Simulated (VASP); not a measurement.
# ZnCu in VASP: further runs

ZnCu is run at these levels: PBE; tasks: single point.

All numbers are computed with VASP 6.6.1; they aren't measurements. Logs are shortened: lines on timing, memory, paths and dates and some standing lists are left out, and cuts for length are marked.

## Step 1: The cell of the first run

Symmetry: Cmmm, No. 65, orthorhombic system. The conventional cell has a = 3.015 Å, b = 4.298 Å, c = 4.195 Å, α = 90.00°, β = 90.00°, γ = 90.00°. Zn (site symmetry mmm) has 8 Cu at 2.58 to 3.00 Å and 6 Zn at 2.63 to 3.02 Å within 3.4 Å. Within 3.4 Å of Cu (site symmetry mmm) lie 8 Zn at 2.58 to 3.00 Å and 6 Cu at 2.63 to 3.02 Å.

## Step 2: Single point, PBE

INCAR

```
SYSTEM = ZnCu
PREC = Accurate
ENCUT = 520
EDIFF = 1E-6
ISMEAR = -1
SIGMA = 0.05
LREAL = .FALSE.
LASPH = .TRUE.
NELM = 60
ALGO = Normal
ISIF = 2
LWAVE = .FALSE.
LCHARG = .TRUE.
GGA = PE
LELF = .TRUE.
LVHAR = .TRUE.
NBANDS = 18
```

KPOINTS

```
Automatic mesh
0
G
  11 11 7
  0 0 0
```

POSCAR

```
ZnCu
1.0
    1.5076207061     -2.1491937670      0.0000000000
    1.5076207061      2.1491937670      0.0000000000
    0.0000000000      0.0000000000      4.1952357487
Zn Cu
1 1
Direct
    0.5000000000      0.5000000000      0.5000000000
    0.0000000000      0.0000000000      0.0000000000
```

Potentials or basis: VASP PAW PBE potentials, release 64 (Zn, Cu).

The run is started by

```bash
> cat potpaw_PBE.64/Zn/POTCAR potpaw_PBE.64/Cu/POTCAR > POTCAR
> mpirun -np 1 vasp_std > vasp.out
```

OUTCAR:

```text
SYSTEM = ZnCu
   PREC = Accurate
   ENCUT = 520
   EDIFF = 1E-6
   ISMEAR = -1
   LREAL = .FALSE.
   LASPH = .TRUE.
   NELM = 60
   ISIF = 2
   GGA = PE

 ion  position               nearest neighbor table
   1  0.500  0.500  0.500-   2 2.58   2 2.58   2 2.58   2 2.58
   2  0.000  0.000  0.000-   1 2.58   1 2.58   1 2.58   1 2.58

  LATTYP: Found a base centered orthorhombic cell.
 ALAT       =     3.0152414122
 B/A-ratio  =     1.4255533625
 C/A-ratio  =     1.3913432376

  Lattice vectors:

 A1 = (   1.5076207061,  -2.1491937670,   0.0000000000)
 A2 = (   1.5076207061,   2.1491937670,   0.0000000000)
 A3 = (   0.0000000000,   0.0000000000,   4.1952357487)

Analysis of symmetry for initial positions (statically):
=====================================================================
 Subroutine PRICEL returns:
 Original cell was already a primitive cell.

 Routine SETGRP: Setting up the symmetry group for a
 base centered orthorhombic supercell.

 Subroutine GETGRP returns: Found  8 space group operations
 (whereof  8 operations were pure point group operations)
 out of a pool of  8 trial point group operations.

The static configuration has the point symmetry D_2h.

Analysis of symmetry for dynamics (positions and initial velocities):
=====================================================================
 Subroutine PRICEL returns:
 Original cell was already a primitive cell.

 Routine SETGRP: Setting up the symmetry group for a
 base centered orthorhombic supercell.

 Subroutine GETGRP returns: Found  8 space group operations
 (whereof  8 operations were pure point group operations)
 out of a pool of  8 trial point group operations.

The dynamic configuration has the point symmetry D_2h.

 Subroutine INISYM returns: Found  8 space group operations
 (whereof  8 operations are pure point group operations),
 and found     1 'primitive' translations

----------------------------------------------------------------------------------------

                                     Primitive cell

  volume of cell :      27.1865

  direct lattice vectors                    reciprocal lattice vectors
     1.507620706 -2.149193767  0.000000000     0.331648403 -0.232645380  0.000000000
     1.507620706  2.149193767  0.000000000     0.331648403  0.232645380  0.000000000
     0.000000000  0.000000000  4.195235749     0.000000000  0.000000000  0.238365627

  length of vectors
     2.625253139  2.625253139  4.195235749     0.405110523  0.405110523  0.238365627

  position of ions in fractional coordinates (direct lattice)
     0.500000000  0.500000000  0.500000000
     0.000000000  0.000000000  0.000000000

  ion indices of the primitive-cell ions
   primitive index   ion index
                 1           1
                 2           2

----------------------------------------------------------------------------------------

 KPOINTS: Automatic mesh

Automatic generation of k-mesh.
 Grid dimensions read from file:
 generate k-points for:   11   11    7

 Generating k-lattice:

  Cartesian coordinates                     Fractional coordinates (reciprocal lattice)
     0.030149855 -0.021149580  0.000000000     0.090909091  0.000000000  0.000000000
     0.030149855  0.021149580  0.000000000     0.000000000  0.090909091  0.000000000
     0.000000000  0.000000000  0.034052232     0.000000000  0.000000000  0.142857143

  Length of vectors
     0.036828229  0.036828229  0.034052232

  Shift w.r.t. Gamma in fractional coordinates (k-lattice)
     0.000000000  0.000000000  0.000000000

 Subroutine IBZKPT returns following result:
 ===========================================

 Found    144 irreducible k-points:

 Following reciprocal coordinates:
            Coordinates               Weight
  0.000000  0.000000  0.000000      1.000000
  0.090909 -0.000000  0.000000      4.000000
  0.181818 -0.000000  0.000000      4.000000
  0.272727 -0.000000  0.000000      4.000000
  0.363636 -0.000000  0.000000      4.000000
  0.454545 -0.000000  0.000000      4.000000
[... 16 lines left out ...]
 -0.272727  0.181818  0.000000      4.000000
 -0.181818  0.181818  0.000000      2.000000
 [... further k-points ...]
   k-points           NKPTS =    144   k-points in BZ     NKDIM =    144   number of bands    NBANDS=     18
   number of dos      NEDOS =    301   number of ions     NIONS =      2
   total plane-waves  NPLWV =  12800
   dimension x,y,z NGX =    20 NGY =   20 NGZ =   32
   dimension x,y,z NGXF=    40 NGYF=   40 NGZF=   64
   ions per type =               1   1
   NGX,Y,Z   is equivalent  to a cutoff of  12.67, 12.67, 12.68 a.u.
   NGXF,Y,Z  is equivalent  to a cutoff of  25.33, 25.33, 25.36 a.u.
 SYSTEM =  ZnCu
   PREC   = accura    normal or accurate (medium, high low for compatibility)
   ISTART =      0    job   : 0-new  1-cont  2-samecut
   ICHARG =      2    charge: 1-file 2-atom 10-const
   ISPIN  =      1    spin polarized calculation?
   LNONCOLLINEAR =      F non collinear calculations
   LSORBIT =      F    spin-orbit coupling
   LASPH  =      T    aspherical Exc in radial PAW
   ENCUT  =  520.0 eV  38.22 Ry    6.18 a.u.   4.88  4.88  7.80*2*pi/ulx,y,z
   NELM   =     60;   NELMIN=  2; NELMDL= -5     # of ELM steps
   EDIFF  = 0.1E-05   stopping-criterion for ELM
   LREAL  =      F    real-space projection
   EDIFFG = 0.1E-04   stopping-criterion for IOM
   NSW    =      0    number of steps for IOM
   IBRION =     -1    ionic relax: 0-MD 1-quasi-New 2-CG
   NFREE  =      0    steps in history (QN), initial steepest desc. (CG)
   ISIF   =      2    stress and relaxation
   ISYM   =      2    0-nonsym 1-usesym 2-fastsym
   POTIM  = 0.5000    time-step for ionic-motion
   TEBEG  =    0.0;   TEEND  =   0.0 temperature during run
   PSTRESS=    0.0 pullay stress
   NELECT =      23.0000    total number of electrons
   NUPDOWN=      -1.0000    fix difference up-down
   EMIN   =  10.00;   EMAX   =-10.00  energy-range for DOS
   EFERMI =   0.00;   METHOD = LEGACY
   ISMEAR =    -1;   SIGMA  =   0.05  broadening in eV -4-tet -1-fermi 0-gaus
   EFERMI_NEDOS =   21; number of points for ismear=-14 and -15
   IALGO  =     38    algorithm
   IMIX   =      4    mixing-type and parameters
     AMIX     =   0.40;   BMIX     =  1.00
     AMIX_MAG =   1.60;   BMIX_MAG =  1.00
  volume/ion in A,a.u.               =      13.59        91.73
  Fermi-wavevector in a.u.,A,eV,Ry     =   1.548339  2.925937 32.617984  2.397354
  Thomas-Fermi vector in A             =   2.653304
   LORBIT       =      0    0 simple, 1 ext, 2 COOP (PROOUT), +10 PAW based schemes
   GGA     = PE    functional components
   LHFCALC =     F    Hartree Fock is set to
   AEXX    =    0.0000 exact exchange contribution
   IVDW    =     0    specifies the selected vdW correction
   LEPSILON=     F    determine dielectric tensor
   LRPA    =     F    only Hartree local field effects (RPA)
 non-spin polarized calculation
  energy-cutoff  :      520.00
  volume of cell :       27.19
 maximum number of plane-waves:       747
   NGX =  9   NGY =  9   NGZ = 15

 number of electron      23.0000022 magnetization

 Free energy of the ion-electron system (eV)
  ---------------------------------------------------
  ext. energy  EPLUGINS =         0.00000000
  ---------------------------------------------------
  free energy    TOTEN  =        -4.92940658 eV

  energy without entropy =       -4.92489817  energy(sigma->0) =       -4.92715237

 E-fermi :   4.8668     XC(G=0): -12.0559

 val. band max:        4.8587221339   @ k =   0.2727   0.1818   0.2857
 cond. band min:       4.9342542242   @ k =  -0.1818   0.0909   0.0000
 fundamental gap:      0.0755320903
 Fermi energy:         4.8668041726

 k-point     1 :       0.0000    0.0000    0.0000
  band No.  band energies     occupation
      1      -4.9836      2.00000
      2      -2.9735      2.00000
      3      -2.8611      2.00000
      4      -2.2193      2.00000
      5      -2.2025      2.00000
      6      -2.0246      2.00000
[... 10 lines left out ...]
     17      24.7859      0.00000
     18      27.2093      0.00000

 k-point     2 :       0.0909   -0.0000    0.0000
  band No.  band energies     occupation
      1      -4.7703      2.00000
      2      -2.9314      2.00000
      3      -2.8360      2.00000
      4      -2.2554      2.00000
      5      -2.2009      2.00000
      6      -2.0505      2.00000
[... 10 lines left out ...]
     17      25.0015      0.00000
     18      25.4302      0.00000

 k-point     3 :       0.1818   -0.0000    0.0000
  band No.  band energies     occupation
      1      -4.1542      2.00000
      2      -2.8770      2.00000
      3      -2.7075      2.00000
      4      -2.3764      2.00000
      5      -2.1805      2.00000
      6      -2.0848      2.00000
[... 10 lines left out ...]
     17      21.9215      0.00000
     18      23.6183      0.00000

 k-point     4 :       0.2727   -0.0000    0.0000
  band No.  band energies     occupation
      1      -3.3474      2.00000
      2      -2.7572      2.00000
      3      -2.5436      2.00000
      4      -2.4187      2.00000
      5      -2.1178      2.00000
      6      -2.1006      2.00000
[... 10 lines left out ...]
     17      18.5665      0.00000
     18      21.7337      0.00000

 k-point     5 :       0.3636   -0.0000    0.0000
  band No.  band energies     occupation
      1      -3.1199      2.00000
      2      -2.6883      2.00000
      3      -2.4876      2.00000
      4      -2.1072      2.00000
      5      -2.0380      2.00000
      6      -1.4001      2.00000
[... 10 lines left out ...]
     17      18.1037      0.00000
     18      20.2479      0.00000

 k-point     6 :       0.4545   -0.0000    0.0000
  band No.  band energies     occupation
      1      -3.1219      2.00000
      2      -2.7693      2.00000
      3      -2.3804      2.00000
      4      -2.1098      2.00000
      5      -1.9708      2.00000
      6      -0.0600      2.00000
[... 307 lines left out ...]
 k-point    21 :      -0.4545    0.1818    0.0000
  band No.  band energies     occupation
      1      -2.8028      2.00000
      2      -2.7159      2.00000
      3      -2.4677      2.00000
      4      -2.3478      2.00000
      5      -2.2865      2.00000
      6      -0.1027      2.00000
[... 10 lines left out ...]
     17      15.2141      0.00000
     18      21.6239      0.00000

 k-point    22 :      -0.3636    0.1818    0.0000
  band No.  band energies     occupation
      1      -2.7409      2.00000
      2      -2.6580      2.00000
      3      -2.6267      2.00000
      4      -2.5228      2.00000
      5      -2.2774      2.00000
      6      -1.3883      2.00000
[... 10 lines left out ...]
     17      18.0951      0.00000
     18      21.4590      0.00000

 k-point    23 :      -0.2727    0.1818    0.0000
  band No.  band energies     occupation
      1      -3.2756      2.00000
      2      -2.6577      2.00000
      3      -2.5729      2.00000
      4      -2.4760      2.00000
      5      -2.2800      2.00000
      6      -2.1501      2.00000
[... 10 lines left out ...]
     17      20.9621      0.00000
     18      21.2647      0.00000

 k-point    24 :      -0.1818    0.1818    0.0000
  band No.  band energies     occupation
      1      -3.8990      2.00000
      2      -2.7483      2.00000
      3      -2.5626      2.00000
      4      -2.3784      2.00000
      5      -2.2992      2.00000
      6      -2.2983      2.00000
[... 10 lines left out ...]
     17      23.7903      0.00000
     18      23.9080      0.00000

 [... further k-points ...]
[... 5 lines left out ...]
  --------------------------------------------------------------------------------------
  -------------------------------------------------------------------------------------
  Total       -0.4105571     -0.5418162     -0.5815543      0.0000000      0.0000000      0.0000000
  in kB      -24.1952484    -31.9307080    -34.2725800      0.0000000      0.0000000      0.0000000
  external PRESSURE =     -30.1328455 kB  Pullay stress =       0.0000000 kB

 VOLUME and BASIS-vectors are now :
 -----------------------------------------------------------------------------
  energy-cutoff  :      520.00
  volume of cell :       27.19
      direct lattice vectors                 reciprocal lattice vectors
     1.507620706 -2.149193767  0.000000000     0.331648403 -0.232645380  0.000000000
     1.507620706  2.149193767  0.000000000     0.331648403  0.232645380  0.000000000
     0.000000000  0.000000000  4.195235749     0.000000000  0.000000000  0.238365627

 POSITION                                       TOTAL-FORCE (eV/Angst)
 -----------------------------------------------------------------------------------
      1.50762      0.00000      2.09762         0.000000     -0.000000      0.000000
      0.00000      0.00000      0.00000        -0.000000      0.000000      0.000000
 -----------------------------------------------------------------------------------
    total drift:                                0.000000      0.000000      0.000000

  FREE ENERGIE OF THE ION-ELECTRON SYSTEM (eV)
  ---------------------------------------------------
  free  energy   TOTEN  =        -4.9294065773 eV

  energy  without entropy=       -4.9248981669  energy(sigma->0) =       -4.92715237
```

Wall time 64 s (1 thread of Intel Xeon 8259CL, shared host); peak memory 0.19 GiB.

Results:

```yaml
Free_energy: -4.9294 eV
Pressure: -3.0 GPa
Band_gap_on_the_k_mesh: zero (an odd number of electrons rules out a gap without spin polarisation)
```

Levels at points of the mesh, in eV from the Fermi level:
| k point | band 7 | band 8 | band 9 | band 10 | band 11 | band 12 | band 13 | band 14 | band 15 | band 16 |
| --- | --- | --- | --- | --- | --- | --- | --- | --- | --- | --- |
| (0.00, 0.00, 0.00) | -3.82 | -3.26 | -2.34 | -2.33 | -2.23 | -1.43 | 2.05 | 13.79 | 14.76 | 17.83 |

Caveat: the cell stands under tension.

## Step 3: Single point, PBE

This run uses another cell than the first one, of 13.85 Å³/atom.

INCAR

```
PREC = Accurate
ENCUT = 520
EDIFF = 1E-6
ISMEAR = -1
SIGMA = 0.05
LREAL = F
LASPH = T
NELM = 80
ALGO = Normal
ISIF = 2
LWAVE = F
LCHARG = F
GGA = PE
NBANDS = 18
```

KPOINTS

```
regular mesh
0
Gamma
  11 11 7
```

POSCAR

```
ZnCu
1.0
    1.5172236447     -2.1628832683      0.0000000000
    1.5172236447      2.1628832683      0.0000000000
    0.0000000000      0.0000000000      4.2219577160
Zn Cu
1 1
Direct
    0.5000000000      0.5000000000      0.5000000000
    0.0000000000      0.0000000000      0.0000000000
```

Potentials or basis: VASP PAW PBE potentials, release 64 (Zn, Cu).

The run is started by

```bash
> cat potpaw_PBE.64/Zn/POTCAR potpaw_PBE.64/Cu/POTCAR > POTCAR
> mpirun -np 1 vasp_std > vasp.out
```

Run time: 55 s. Hardware: 1 thread of Intel Xeon 8259CL, shared host; peak memory 0.19 GiB.

The run converged. Its results:

| Item | Value |
| --- | --- |
| Free energy | -4.9157 eV |
| Pressure | -4.7 GPa |
| Band gap on the k mesh | zero (an odd number of electrons rules out a gap without spin polarisation) |

Stress tensor (GPa, compression positive):
```
-4.18  0.00  0.00
 0.00 -4.87  0.00
 0.00  0.00 -5.18
```

Levels at points of the mesh, in eV from the Fermi level:
| k point | band 7 | band 8 | band 9 | band 10 | band 11 | band 12 | band 13 | band 14 | band 15 | band 16 |
| --- | --- | --- | --- | --- | --- | --- | --- | --- | --- | --- |
| (0.00, 0.00, 0.00) | -3.76 | -3.20 | -2.31 | -2.30 | -2.20 | -1.38 | 1.98 | 13.59 | 14.61 | 17.63 |

Caveat: the cell stands under tension.

## Step 4: Single point, PBE (atoms moved at random)

INCAR

```
SYSTEM = ZnCu
  PREC = Accurate
  ENCUT = 520
  EDIFF = 1E-6
  ISMEAR = -1
  SIGMA = 0.05
  LREAL = .FALSE.
  LASPH = .TRUE.
  NELM = 80
  ALGO = Fast
  ISIF = 2
  LWAVE = .FALSE.
  LCHARG = .FALSE.
  GGA = PE
  NBANDS = 18
```

KPOINTS

```
Automatic mesh
0
G
  11 11 7
  0 0 0
```

POSCAR

```
ZnCu
1.0
    1.4880390000     -2.1212790000      0.0000000000
    1.4880390000      2.1212790000      0.0000000000
    0.0000000000      0.0000000000      4.1407460000
Zn Cu
1 1
Direct
    0.4898120000      0.4880370000      0.5024040000
    0.0108240000     -0.0238020000      0.0006310000
```

The run is started by

```bash
> cat potpaw_PBE.64/Zn/POTCAR potpaw_PBE.64/Cu/POTCAR > POTCAR
> mpirun -np 1 vasp_std > vasp.out
```

Run time: 4.4 min. Hardware: 1 thread of Intel Xeon 8259CL, shared host; peak memory 0.31 GiB.

Results (log left out):

```
Free energy            : -4.9385 eV
Pressure               : 0.6 GPa
Largest force          : 0.061 eV/Å
Band gap on the k mesh : zero (an odd number of electrons rules out a gap without spin polarisation)
```

Forces on the atoms (eV/Å):
```
Zn   0.040  0.015 -0.043
Cu  -0.040 -0.015  0.043
```

Stress tensor (GPa, compression positive):
```
 1.17  0.01 -0.01
 0.01  0.32  0.00
-0.01  0.00  0.21
```

Levels at points of the mesh, in eV from the Fermi level:
| k point | band 8 | band 9 | band 10 | band 11 | band 12 | band 13 | band 14 | band 15 | band 16 | band 17 |
| --- | --- | --- | --- | --- | --- | --- | --- | --- | --- | --- |
| (0.00, 0.00, 0.00) | -3.39 | -2.40 | -2.40 | -2.29 | -1.55 | 2.21 | 14.22 | 15.09 | 18.23 | 20.46 |

Caveat: the cell differs from its parent crystal (atoms moved at random).

## Step 5: Overview

```csv
cell,gap on the mesh (eV),pressure (GPa)
"a = 2.625, b = 2.625, c = 4.195 Å, angles 90.0, 90.0, 109.9°, 2 atoms, atomic positions A",none,-3.0
"a = 2.642, b = 2.642, c = 4.222 Å, angles 90.0, 90.0, 109.9°, 2 atoms, atomic positions A",none,-4.7
"a = 2.591, b = 2.591, c = 4.141 Å, angles 90.0, 90.0, 109.9°, 2 atoms, atomic positions B",none,0.6
```

Alike in all rows: task single point; level PBE; potentials or basis VASP PAW PBE potentials, release 64 (Zn, Cu); no spin polarisation; k mesh 11 × 11 × 7; cutoff (eV) 520; smearing fermi-dirac 0.05 eV.

Caveats: the cell stands under tension (at least some runs).

Total energies depend on the potentials used, so only differences within one code and one set of settings carry meaning.
